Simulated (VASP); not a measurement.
# KF (Fmmm) in VASP: a series of runs

Runs on KF. Level: LDA. Tasks: single point.

Program: VASP 6.6.1. These are calculated values, not measurements. Logs are shortened: lines on timing, memory, paths and dates and some standing lists are left out, and cuts for length are marked.

## (1) The cell of the first run

It takes space group Fmmm (No. 69, orthorhombic). Conventional cell: a = 4.983 Å, b = 5.163 Å, c = 5.551 Å, α = 90.00°, β = 90.00°, γ = 90.00°. Within 3.3 Å of K (site symmetry mmm) lie 6 F at 2.49 to 2.78 Å. Within 3.3 Å of F (site symmetry mmm) lie 6 K at 2.49 to 2.78 Å.

## (2) Single point, LDA (normal strain along x -0.0350, normal strain along z +0.0750)

The input, INCAR:

```
SYSTEM = KF
PREC = Accurate ; ENCUT = 520
EDIFF = 1E-7 ; ISMEAR = 0
SIGMA = 0.05 ; LREAL = .FALSE.
LASPH = .TRUE. ; NELM = 100
ALGO = Normal ; ISIF = 2
LWAVE = .FALSE. ; LCHARG = .FALSE.
GGA = CA ; NBANDS = 15
```

The input, KPOINTS:

```
regular mesh
0
G
  8 8 8
  0 0 0
```

The input, POSCAR:

```
KF
1.0
    0.0000000000      2.5817196783      2.7753486542
    2.4913594896      0.0000000000      2.7753486542
    2.4913594896      2.5817196783      0.0000000000
K F
1 1
Direct
    0.0000000000      0.0000000000      0.0000000000
    0.5000000000      0.5000000000      0.5000000000
```

Potentials or basis: VASP PAW LDA potentials, release 64 (K_sv, F).

Run with:

```sh
> cat potpaw_LDA.64/K_sv/POTCAR potpaw_LDA.64/F/POTCAR > POTCAR
> mpirun -np 1 vasp_std > vasp.out
```

OUTCAR:

```text
SYSTEM = KF
   PREC = Accurate
   ENCUT = 520
   EDIFF = 1E-7
   ISMEAR = 0
   LREAL = .FALSE.
   LASPH = .TRUE.
   NELM = 100
   ISIF = 2
   GGA = CA

 ion  position               nearest neighbor table
   1  0.000  0.000  0.000-   2 2.49   2 2.49   2 2.58   2 2.58   2 2.78   2 2.78
   2  0.500  0.500  0.500-   1 2.49   1 2.49   1 2.58   1 2.58   1 2.78   1 2.78

  LATTYP: Found a face centered orthorhombic cell.
 ALAT       =     4.9827189792
 B/A-ratio  =     1.0362694300
 C/A-ratio  =     1.1139896373

  Lattice vectors:

 A1 = (   0.0000000000,   2.5817196783,   2.7753486542)
 A2 = (   2.4913594896,   0.0000000000,   2.7753486542)
 A3 = (   2.4913594896,   2.5817196783,   0.0000000000)

Analysis of symmetry for initial positions (statically):
=====================================================================
 Subroutine PRICEL returns:
 Original cell was already a primitive cell.

 Routine SETGRP: Setting up the symmetry group for a
 face centered orthorhombic supercell.

 Subroutine GETGRP returns: Found  8 space group operations
 (whereof  8 operations were pure point group operations)
 out of a pool of  8 trial point group operations.

The static configuration has the point symmetry D_2h.

Analysis of symmetry for dynamics (positions and initial velocities):
=====================================================================
 Subroutine PRICEL returns:
 Original cell was already a primitive cell.

 Routine SETGRP: Setting up the symmetry group for a
 face centered orthorhombic supercell.

 Subroutine GETGRP returns: Found  8 space group operations
 (whereof  8 operations were pure point group operations)
 out of a pool of  8 trial point group operations.

The dynamic configuration has the point symmetry D_2h.

 Subroutine INISYM returns: Found  8 space group operations
 (whereof  8 operations are pure point group operations),
 and found     1 'primitive' translations

----------------------------------------------------------------------------------------

                                     Primitive cell

  volume of cell :      35.7020

  direct lattice vectors                    reciprocal lattice vectors
     0.000000000  2.581719678  2.775348654    -0.200693638  0.193669361  0.180157545
     2.491359490  0.000000000  2.775348654     0.200693638 -0.193669361  0.180157545
     2.491359490  2.581719678  0.000000000     0.200693638  0.193669361 -0.180157545

  length of vectors
     3.790492930  3.729535126  3.587777669     0.332027858  0.332027858  0.332027858

  position of ions in fractional coordinates (direct lattice)
     0.000000000  0.000000000  0.000000000
     0.500000000  0.500000000  0.500000000

  ion indices of the primitive-cell ions
   primitive index   ion index
                 1           1
                 2           2

----------------------------------------------------------------------------------------

 KPOINTS: regular mesh

Automatic generation of k-mesh.
 Grid dimensions read from file:
 generate k-points for:    8    8    8

 Generating k-lattice:

  Cartesian coordinates                     Fractional coordinates (reciprocal lattice)
    -0.025086705  0.024208670  0.022519693     0.125000000  0.000000000  0.000000000
     0.025086705 -0.024208670  0.022519693     0.000000000  0.125000000  0.000000000
     0.025086705  0.024208670 -0.022519693     0.000000000  0.000000000  0.125000000

  Length of vectors
     0.041503482  0.041503482  0.041503482

  Shift w.r.t. Gamma in fractional coordinates (k-lattice)
     0.000000000  0.000000000  0.000000000

 Subroutine IBZKPT returns following result:
 ===========================================

 Found     95 irreducible k-points:

 Following reciprocal coordinates:
            Coordinates               Weight
  0.000000  0.000000  0.000000      1.000000
  0.125000  0.000000 -0.000000      8.000000
  0.250000  0.000000 -0.000000      8.000000
  0.375000  0.000000  0.000000      8.000000
  0.500000  0.000000 -0.000000      4.000000
  0.125000  0.125000  0.000000      2.000000
[... 16 lines left out ...]
  0.250000  0.000000  0.125000      8.000000
  0.375000  0.000000  0.125000      8.000000
 [... further k-points ...]
   k-points           NKPTS =     95   k-points in BZ     NKDIM =     95   number of bands    NBANDS=     15
   number of dos      NEDOS =    301   number of ions     NIONS =      2
   total plane-waves  NPLWV =  21952
   dimension x,y,z NGX =    28 NGY =   28 NGZ =   28
   dimension x,y,z NGXF=    56 NGYF=   56 NGZF=   56
   ions per type =               1   1
   NGX,Y,Z   is equivalent  to a cutoff of  12.28, 12.48, 12.97 a.u.
   NGXF,Y,Z  is equivalent  to a cutoff of  24.56, 24.96, 25.95 a.u.
 SYSTEM =  KF
   PREC   = accura    normal or accurate (medium, high low for compatibility)
   ISTART =      0    job   : 0-new  1-cont  2-samecut
   ICHARG =      2    charge: 1-file 2-atom 10-const
   ISPIN  =      1    spin polarized calculation?
   LNONCOLLINEAR =      F non collinear calculations
   LSORBIT =      F    spin-orbit coupling
   LASPH  =      T    aspherical Exc in radial PAW
   ENCUT  =  520.0 eV  38.22 Ry    6.18 a.u.   7.05  6.93  6.67*2*pi/ulx,y,z
   NELM   =    100;   NELMIN=  2; NELMDL= -5     # of ELM steps
   EDIFF  = 0.1E-06   stopping-criterion for ELM
   LREAL  =      F    real-space projection
   EDIFFG = 0.1E-05   stopping-criterion for IOM
   NSW    =      0    number of steps for IOM
   IBRION =     -1    ionic relax: 0-MD 1-quasi-New 2-CG
   NFREE  =      0    steps in history (QN), initial steepest desc. (CG)
   ISIF   =      2    stress and relaxation
   ISYM   =      2    0-nonsym 1-usesym 2-fastsym
   POTIM  = 0.5000    time-step for ionic-motion
   TEBEG  =    0.0;   TEEND  =   0.0 temperature during run
   PSTRESS=    0.0 pullay stress
   NELECT =      16.0000    total number of electrons
   NUPDOWN=      -1.0000    fix difference up-down
   EMIN   =  10.00;   EMAX   =-10.00  energy-range for DOS
   EFERMI =   0.00;   METHOD = LEGACY
   ISMEAR =     0;   SIGMA  =   0.05  broadening in eV -4-tet -1-fermi 0-gaus
   EFERMI_NEDOS =   21; number of points for ismear=-14 and -15
   IALGO  =     38    algorithm
   IMIX   =      4    mixing-type and parameters
     AMIX     =   0.40;   BMIX     =  1.00
     AMIX_MAG =   1.60;   BMIX_MAG =  1.00
  volume/ion in A,a.u.               =      17.85       120.46
  Fermi-wavevector in a.u.,A,eV,Ry     =   1.252806  2.367460 21.354654  1.569523
  Thomas-Fermi vector in A             =   2.386689
   LORBIT       =      0    0 simple, 1 ext, 2 COOP (PROOUT), +10 PAW based schemes
   GGA     = CA    functional components
   LHFCALC =     F    Hartree Fock is set to
   AEXX    =    0.0000 exact exchange contribution
   IVDW    =     0    specifies the selected vdW correction
   LEPSILON=     F    determine dielectric tensor
   LRPA    =     F    only Hartree local field effects (RPA)
 non-spin polarized calculation
 Gauss-broadening in eV      SIGMA  =   0.05
  energy-cutoff  :      520.00
  volume of cell :       35.70
 maximum number of plane-waves:       986
   NGX = 15   NGY = 13   NGZ = 13

 number of electron      16.0000010 magnetization

 Free energy of the ion-electron system (eV)
  ---------------------------------------------------
  ext. energy  EPLUGINS =         0.00000000
  ---------------------------------------------------
  free energy    TOTEN  =        -9.02518217 eV

  energy without entropy =       -9.02518217  energy(sigma->0) =       -9.02518217

 E-fermi :  -2.6162     XC(G=0):  -9.4205

 val. band max:       -2.9258649254   @ k =   0.0000   0.0000   0.0000
 cond. band min:       3.0350899832   @ k =   0.0000   0.0000   0.0000
 fundamental gap:      5.9609549086
 Fermi energy:        -2.6162375909

 k-point     1 :       0.0000    0.0000    0.0000
  band No.  band energies     occupation
      1     -28.4827      2.00000
      2     -21.3017      2.00000
      3     -11.9151      2.00000
      4     -11.9086      2.00000
      5     -11.8833      2.00000
      6      -3.1416      2.00000
      7      -3.0311      2.00000
      8      -2.9259      2.00000
      9       3.0351      0.00000
     10       7.2983      0.00000
     11       7.7880      0.00000
     12       8.0049      0.00000
     13       9.0725      0.00000
     14      10.0189      0.00000
     15      13.8253      0.00000

 k-point     2 :       0.1250    0.0000   -0.0000
  band No.  band energies     occupation
      1     -28.4612      2.00000
      2     -21.3254      2.00000
      3     -11.9529      2.00000
      4     -11.9156      2.00000
      5     -11.8924      2.00000
      6      -3.2392      2.00000
      7      -3.1322      2.00000
      8      -3.0363      2.00000
      9       3.4961      0.00000
     10       7.3146      0.00000
     11       7.8052      0.00000
     12       8.1381      0.00000
     13       9.2562      0.00000
     14      10.1913      0.00000
     15      14.6823      0.00000

 k-point     3 :       0.2500    0.0000   -0.0000
  band No.  band energies     occupation
      1     -28.4087      2.00000
      2     -21.3839      2.00000
      3     -12.0658      2.00000
      4     -11.9401      2.00000
      5     -11.8828      2.00000
      6      -3.5574      2.00000
      7      -3.2932      2.00000
      8      -3.2411      2.00000
      9       4.6220      0.00000
     10       7.0321      0.00000
     11       8.3008      0.00000
     12       8.7043      0.00000
     13       9.8402      0.00000
     14      10.6724      0.00000
     15      15.8952      0.00000
[... 343 lines left out ...]
 k-point    23 :       0.2500    0.0000    0.1250
  band No.  band energies     occupation
      1     -28.4109      2.00000
      2     -21.3693      2.00000
      3     -12.0461      2.00000
      4     -11.9852      2.00000
      5     -11.9233      2.00000
      6      -3.5789      2.00000
      7      -3.2416      2.00000
      8      -3.0548      2.00000
      9       4.4627      0.00000
     10       6.6614      0.00000
     11       8.4357      0.00000
     12       8.8654      0.00000
     13       9.8062      0.00000
     14      10.4372      0.00000
     15      16.2040      0.00000

 k-point    24 :       0.3750    0.0000    0.1250
  band No.  band energies     occupation
      1     -28.3586      2.00000
      2     -21.4195      2.00000
      3     -12.1649      2.00000
      4     -12.0061      2.00000
      5     -11.9586      2.00000
      6      -3.7448      2.00000
      7      -3.3786      2.00000
      8      -3.2679      2.00000
      9       5.5870      0.00000
     10       6.6410      0.00000
     11       8.9481      0.00000
     12       9.3618      0.00000
     13      10.6843      0.00000
     14      11.0719      0.00000
     15      14.9488      0.00000

 [... further k-points ...]
[... 5 lines left out ...]
  --------------------------------------------------------------------------------------
  -------------------------------------------------------------------------------------
  Total        0.7076745     -0.0534629     -0.8785521      0.0000000      0.0000000      0.0000000
  in kB       31.7578524     -2.3992186    -39.4262161      0.0000000      0.0000000      0.0000000
  external PRESSURE =      -3.3558608 kB  Pullay stress =       0.0000000 kB

 VOLUME and BASIS-vectors are now :
 -----------------------------------------------------------------------------
  energy-cutoff  :      520.00
  volume of cell :       35.70
      direct lattice vectors                 reciprocal lattice vectors
     0.000000000  2.581719678  2.775348654    -0.200693638  0.193669361  0.180157545
     2.491359490  0.000000000  2.775348654     0.200693638 -0.193669361  0.180157545
     2.491359490  2.581719678  0.000000000     0.200693638  0.193669361 -0.180157545

 POSITION                                       TOTAL-FORCE (eV/Angst)
 -----------------------------------------------------------------------------------
      0.00000      0.00000      0.00000        -0.000000      0.000000     -0.000000
      2.49136      2.58172      2.77535         0.000000     -0.000000      0.000000
 -----------------------------------------------------------------------------------
    total drift:                                0.000000      0.000000      0.000000

  FREE ENERGIE OF THE ION-ELECTRON SYSTEM (eV)
  ---------------------------------------------------
  free  energy   TOTEN  =        -9.0251821667 eV

  energy  without entropy=       -9.0251821667  energy(sigma->0) =       -9.02518217
```

Wall time 21 s (1 thread of Intel Xeon 6975P-C (Granite Rapids), shared host); peak memory 0.17 GiB.

Results:

* Free energy: -9.0252 eV
* Pressure: -0.3 GPa
* Band gap on the k mesh: 5.96 eV, direct

Caveat: the cell differs from its parent crystal (normal strain along x -0.0350, normal strain along z +0.0750). A k mesh can miss the band edges.

## (3) Single point, LDA (normal strain along x -0.0525, normal strain along z +0.1125)

The input, INCAR:

```
SYSTEM = KF
  ALGO = Normal
  EDIFF = 1E-7
  ENCUT = 520
  GGA = CA
  ISIF = 2
  ISMEAR = 0
  LASPH = .TRUE.
  LCHARG = .TRUE.
  LELF = .TRUE.
  LREAL = .FALSE.
  LVHAR = .TRUE.
  LWAVE = .FALSE.
  NBANDS = 15
  NELM = 100
  PREC = Accurate
  SIGMA = 0.05
```

The input, KPOINTS:

```
k-points
0
G
  8 8 8
  0 0 0
```

The input, POSCAR:

```
KF
1.0
    0.0000000000      2.5817196783      2.8721631421
    2.4461793952      0.0000000000      2.8721631421
    2.4461793952      2.5817196783      0.0000000000
K F
1 1
Direct
    0.0000000000      0.0000000000      0.0000000000
    0.5000000000      0.5000000000      0.5000000000
```

Potentials or basis: VASP PAW LDA potentials, release 64 (K_sv, F).

Run with:

```sh
> cat potpaw_LDA.64/K_sv/POTCAR potpaw_LDA.64/F/POTCAR > POTCAR
> mpirun -np 1 vasp_std > vasp.out
```

Wall time 25 s (1 thread of Intel Xeon 6975P-C (Granite Rapids), shared host); peak memory 0.17 GiB.

It converged, with:

```yaml
Free_energy: -8.9751 eV
Pressure: 0.1 GPa
Band_gap_on_the_k_mesh: 5.75 eV, indirect (the least direct gap lies 0.5 meV higher)
```

Stress tensor (GPa, compression positive):
```
 5.34  0.00  0.00
 0.00 -0.29  0.00
 0.00  0.00 -4.64
```

Levels at points of the mesh, in eV from the valence-band top:
```
           k point  band 6  band 7  band 8  band 9  band 10  band 11
(0.00, 0.00, 0.00)   -0.31   -0.18    0.00    5.75     9.99    10.72
(0.50, 0.00, 0.00)   -1.11   -0.65   -0.62    8.73    10.33    11.75
(0.50, 0.50, 0.00)   -0.57   -0.21   -0.02    8.11    10.31    10.76
(0.50, 0.00, 0.50)   -0.37   -0.31    0.00    7.83    10.16    11.72
(0.00, 0.50, 0.50)   -0.37   -0.19   -0.08    7.55    10.37    12.22
```

Caveat: the cell differs from its parent crystal (normal strain along x -0.0525, normal strain along z +0.1125). A k mesh can miss the band edges.

(Part 1 of 2 ends here.)
